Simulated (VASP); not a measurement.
# KMgF3 (R-3m) in VASP: single point with PBE

Aim: the single point of KMgF3 with PBE.

All numbers are computed with VASP 6.6.1; they aren't measurements. Logs are shortened: lines on timing, memory, paths and dates and some standing lists are left out, and cuts for length are marked.

### 1 The cell of the first run

It takes space group R-3m (No. 166, trigonal). Conventional cell: a = 4.781 Å, b = 4.781 Å, c = 12.928 Å, α = 90.00°, β = 90.00°, γ = 120.00°. Within 3.6 Å of K (site symmetry -3m) lie 6 F at 2.56 Å and 6 Mg at 3.50 Å. Mg (site symmetry -3m) has 6 F at 2.39 Å within 3.2 Å. F (site symmetry 2/m) has 4 F at 2.39 Å and 2 Mg at 2.39 Å and 2 K at 2.56 Å within 3.2 Å.

The cell was generated, and may not be a known phase.

### 2 Single point, PBE

INCAR

```
ALGO = Normal
EDIFF = 1E-6
ENCUT = 840
GGA = PE
GGA_COMPAT = F
ISIF = 2
ISMEAR = 0
LASPH = T
LCHARG = F
LREAL = F
LWAVE = F
NBANDS = 28
NELM = 120
PREC = Accurate
SIGMA = 0.15
```

KPOINTS

```
k-points
0
Gamma
  3 3 3
```

POSCAR

```
KMgF3
1.0
    2.3903416729      1.3800644070      4.3094464863
   -2.3903416729      1.3800644070      4.3094464863
    0.0000000000     -2.7601288179      4.3094464850
K Mg F
1 1 3
Direct
    0.0000000000      0.0000000000      0.0000000000
    0.5000000000      0.5000000000      0.5000000000
    0.0000000000      0.0000000000      0.5000000000
    0.5000000000      0.0000000000      0.0000000000
    0.0000000000      0.5000000000      0.0000000000
```

Potentials or basis: VASP PAW PBE potentials, release 64 (K_sv, Mg_sv, F).

Command:

```bash
$ cat potpaw_PBE.64/K_sv/POTCAR potpaw_PBE.64/Mg_sv/POTCAR potpaw_PBE.64/F/POTCAR > POTCAR
$ mpirun -np 1 vasp_std > vasp.out
```

OUTCAR:

```text
EDIFF = 1E-6
   ENCUT = 840
   GGA = PE
   ISIF = 2
   ISMEAR = 0
   LASPH = T
   LREAL = F
   NELM = 120
   PREC = Accurate

 ion  position               nearest neighbor table
   1  0.000  0.000  0.000-   3 2.56   3 2.56   5 2.56   4 2.56   5 2.56   4 2.56
   2  0.500  0.500  0.500-
   3  0.000  0.000  0.500-   1 2.56   1 2.56
   4  0.500  0.000  0.000-   1 2.56   1 2.56
   5  0.000  0.500  0.000-   1 2.56   1 2.56

  LATTYP: Found a trigonal (rhomboedric) cell.
 ALAT       =     5.1175814697
 COS(alpha) =     0.5636646176

  Lattice vectors:

 A1 = (   2.3903416729,   1.3800644070,   4.3094464863)
 A2 = (  -2.3903416729,   1.3800644070,   4.3094464863)
 A3 = (   0.0000000000,  -2.7601288179,   4.3094464850)

Analysis of symmetry for initial positions (statically):
=====================================================================
 Subroutine PRICEL returns:
 Original cell was already a primitive cell.

 Routine SETGRP: Setting up the symmetry group for a
 trigonal (rhombohedral) supercell.

 Subroutine GETGRP returns: Found 12 space group operations
 (whereof 12 operations were pure point group operations)
 out of a pool of 12 trial point group operations.

The static configuration has the point symmetry D_3d.

Analysis of symmetry for dynamics (positions and initial velocities):
=====================================================================
 Subroutine PRICEL returns:
 Original cell was already a primitive cell.

 Routine SETGRP: Setting up the symmetry group for a
 trigonal (rhombohedral) supercell.

 Subroutine GETGRP returns: Found 12 space group operations
 (whereof 12 operations were pure point group operations)
 out of a pool of 12 trial point group operations.

The dynamic configuration has the point symmetry D_3d.

 Subroutine INISYM returns: Found 12 space group operations
 (whereof 12 operations are pure point group operations),
 and found     1 'primitive' translations

----------------------------------------------------------------------------------------

                                     Primitive cell

[... 71 lines left out ...]
   ISPIN  =      1    spin polarized calculation?
   LNONCOLLINEAR =      F non collinear calculations
   LSORBIT =      F    spin-orbit coupling
   LASPH  =      T    aspherical Exc in radial PAW
   ENCUT  =  840.0 eV  61.74 Ry    7.86 a.u.  12.09 12.09 12.09*2*pi/ulx,y,z
   NELM   =    120;   NELMIN=  2; NELMDL= -5     # of ELM steps
   EDIFF  = 0.1E-05   stopping-criterion for ELM
   LREAL  =      F    real-space projection
   EDIFFG = 0.1E-04   stopping-criterion for IOM
   NSW    =      0    number of steps for IOM
   IBRION =     -1    ionic relax: 0-MD 1-quasi-New 2-CG
   NFREE  =      0    steps in history (QN), initial steepest desc. (CG)
   ISIF   =      2    stress and relaxation
   ISYM   =      2    0-nonsym 1-usesym 2-fastsym
   POTIM  = 0.5000    time-step for ionic-motion
   TEBEG  =    0.0;   TEEND  =   0.0 temperature during run
   PSTRESS=    0.0 pullay stress
   NELECT =      40.0000    total number of electrons
   NUPDOWN=      -1.0000    fix difference up-down
   EMIN   =  10.00;   EMAX   =-10.00  energy-range for DOS
   EFERMI =   0.00;   METHOD = LEGACY
   ISMEAR =     0;   SIGMA  =   0.15  broadening in eV -4-tet -1-fermi 0-gaus
   EFERMI_NEDOS =   21; number of points for ismear=-14 and -15
   IALGO  =     38    algorithm
   IMIX   =      4    mixing-type and parameters
     AMIX     =   0.40;   BMIX     =  1.00
     AMIX_MAG =   1.60;   BMIX_MAG =  1.00
  volume/ion in A,a.u.               =      17.06       115.12
  Fermi-wavevector in a.u.,A,eV,Ry     =   1.271894  2.403530 22.010328  1.617713
  Thomas-Fermi vector in A             =   2.404802
   LORBIT       =      0    0 simple, 1 ext, 2 COOP (PROOUT), +10 PAW based schemes
   GGA     = PE    functional components
   LHFCALC =     F    Hartree Fock is set to
   AEXX    =    0.0000 exact exchange contribution
   IVDW    =     0    specifies the selected vdW correction
   LEPSILON=     F    determine dielectric tensor
   LRPA    =     F    only Hartree local field effects (RPA)
 non-spin polarized calculation
 Gauss-broadening in eV      SIGMA  =   0.15
  energy-cutoff  :      840.00
  volume of cell :       85.30
 maximum number of plane-waves:      4733
   NGX = 25   NGY = 25   NGZ = 25

 number of electron      39.9999997 magnetization

 Free energy of the ion-electron system (eV)
  ---------------------------------------------------
  ext. energy  EPLUGINS =         0.00000000
  ---------------------------------------------------
  free energy    TOTEN  =       -18.45078123 eV

  energy without entropy =      -18.44860608  energy(sigma->0) =      -18.44969366

 E-fermi :   0.3584     XC(G=0):  -8.1946

 val. band max:        0.1120025655   @ k =   0.0000   0.0000   0.0000
 cond. band min:       0.5252930007   @ k =   0.0000   0.0000   0.0000
 fundamental gap:      0.4132904352
 Fermi energy:         0.3584147053

 k-point     1 :       0.0000    0.0000    0.0000
  band No.  band energies     occupation
      1     -76.5828      2.00000
      2     -43.4942      2.00000
      3     -43.2588      2.00000
      4     -43.2588      2.00000
      5     -28.3997      2.00000
      6     -21.2954      2.00000
[... 175 lines left out ...]
     27       9.9945      0.00000
     28      10.3609      0.00000

------------------------ aborting loop because EDIFF is reached ----------------------------------------

  FORCE on cell =-STRESS in cart. coord.  units (eV):
  Direction    XX          YY          ZZ          XY          YZ          ZX
  --------------------------------------------------------------------------------------
  -------------------------------------------------------------------------------------
  Total        0.2094448      0.2094448      0.0741869     -0.0000000      0.0000000      0.0000000
  in kB        3.9341250      3.9341250      1.3934955     -0.0000000      0.0000000      0.0000000
  external PRESSURE =       3.0872485 kB  Pullay stress =       0.0000000 kB

 VOLUME and BASIS-vectors are now :
 -----------------------------------------------------------------------------
  energy-cutoff  :      840.00
  volume of cell :       85.30
      direct lattice vectors                 reciprocal lattice vectors
     2.390341673  1.380064407  4.309446486     0.209175117  0.120767310  0.077349454
    -2.390341673  1.380064407  4.309446486    -0.209175117  0.120767310  0.077349454
     0.000000000 -2.760128818  4.309446485     0.000000000 -0.241534621  0.077349454

 POSITION                                       TOTAL-FORCE (eV/Angst)
 -----------------------------------------------------------------------------------
      0.00000      0.00000      0.00000         0.000000      0.000000     -0.000000
      0.00000     -0.00000      6.46417        -0.000000     -0.000000     -0.000000
      0.00000     -1.38006      2.15472        -0.000000     -0.000000     -0.000000
      1.19517      0.69003      2.15472         0.000000      0.000000     -0.000000
     -1.19517      0.69003      2.15472        -0.000000      0.000000      0.000000
 -----------------------------------------------------------------------------------
    total drift:                                0.000000     -0.000000      0.000000

  FREE ENERGIE OF THE ION-ELECTRON SYSTEM (eV)
  ---------------------------------------------------
  free  energy   TOTEN  =       -18.4507812325 eV

  energy  without entropy=      -18.4486060779  energy(sigma->0) =      -18.44969366
```

OSZICAR:

```text
N       E                     dE             d eps       ncg     rms          rms(c)
DAV:   1     0.466039534921E+03    0.46604E+03   -0.30398E+04   344   0.210E+03
DAV:   2     0.128793867848E+02   -0.45316E+03   -0.43751E+03   388   0.495E+02
DAV:   3    -0.214287161241E+02   -0.34308E+02   -0.34124E+02   520   0.121E+02
DAV:   4    -0.235863735324E+02   -0.21577E+01   -0.21412E+01   484   0.221E+01
DAV:   5    -0.238399214055E+02   -0.25355E+00   -0.25354E+00   444   0.412E+00    0.126E+01
DAV:   6    -0.190576155536E+02    0.47823E+01   -0.13884E+01   372   0.213E+01    0.644E+00
DAV:   7    -0.186400095576E+02    0.41761E+00   -0.75050E-01   496   0.437E+00    0.374E+00
DAV:   8    -0.184374202562E+02    0.20259E+00   -0.39598E-01   424   0.451E+00    0.633E-01
DAV:   9    -0.184488743262E+02   -0.11454E-01   -0.94306E-02   456   0.147E+00    0.620E-01
DAV:  10    -0.184504256206E+02   -0.15513E-02   -0.35270E-02   404   0.109E+00    0.205E-01
DAV:  11    -0.184505259717E+02   -0.10035E-03   -0.42992E-03   372   0.357E-01    0.566E-02
DAV:  12    -0.184507095849E+02   -0.18361E-03   -0.44772E-04   448   0.116E-01    0.203E-02
DAV:  13    -0.184507823765E+02   -0.72792E-04   -0.11199E-04   396   0.543E-02    0.101E-02
DAV:  14    -0.184507832535E+02   -0.87701E-06   -0.37554E-05   440   0.333E-02    0.111E-02
DAV:  15    -0.184507811514E+02    0.21021E-05   -0.93131E-06   432   0.173E-02    0.130E-03
DAV:  16    -0.184507812325E+02   -0.81093E-07   -0.18127E-07   292   0.294E-03
   1 F= -.18450781E+02 E0= -.18449694E+02  d E =-.217515E-02
```

stdout:

```text
POSCAR found type information on POSCAR K MgF
 POSCAR found :  3 types and       5 ions
 scaLAPACK will be used
 LDA part: xc-table for (Slater+PW92), standard interpolation
 POSCAR, INCAR and KPOINTS ok, starting setup
 FFT: planning ... GRIDC
 FFT: planning ... GRID_SOFT
 FFT: planning ... GRID
 WAVECAR not read
 entering main loop
```

Wall time 52 s (1 thread of Intel Xeon Platinum 8488C (Sapphire Rapids), shared host); peak memory 0.32 GiB.

What came out:

| Property | Result |
| --- | --- |
| Free energy | -18.4508 eV |
| Pressure | 0.3 GPa |
| Band gap on the k mesh | 0.41 eV |

Caveat: the k points lie up to 0.53 Å⁻¹ apart; semilocal functionals underestimate gaps, and a narrow one can read as zero.
